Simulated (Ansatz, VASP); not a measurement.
# ZnS in VASP and in Ansatz

```
CELL_PARAMETERS angstrom
0.00000 2.68387 2.68387
2.68387 0.00000 2.68387
2.68387 2.68387 0.00000
ATOMIC_POSITIONS crystal
Zn 0.75000 0.75000 0.75000
S 0.00000 0.00000 0.00000
```

Alike in both runs: task single point; functional r2SCAN; dispersion D3(BJ); k mesh 9 × 9 × 9; occupations fermi-dirac, width 0.05 eV; no spin polarisation.

|  | VASP | Ansatz |
| --- | --- | --- |
| version | VASP 6.6.1 | Ansatz 0.2.0 |
| potentials or method | VASP PAW PBE potentials, release 64 (Zn, S) | Ansatz PAW |
| plane-wave cutoff (eV) | 520 | 500 |
| valence electrons in the cell | 18 | 18 |

Ansatz gave:

| Property | Result |
| --- | --- |
| gap on the k mesh at the Fermi level (eV) | 2.76 |
| least direct gap on the mesh (eV) | 2.76 |
| pressure (GPa) | -0.3 |

Q: Estimate VASP's values.

A: gap on the k mesh at the Fermi level (eV): 2.77; least direct gap on the mesh (eV): 2.77; pressure (GPa): -0.3.

VASP's potentials were made for PBE, not for r2SCAN.

Noted on Ansatz's run: odd divisions of the mesh miss points on the zone boundary, where band edges often lie, so the gap on the mesh can be too wide.
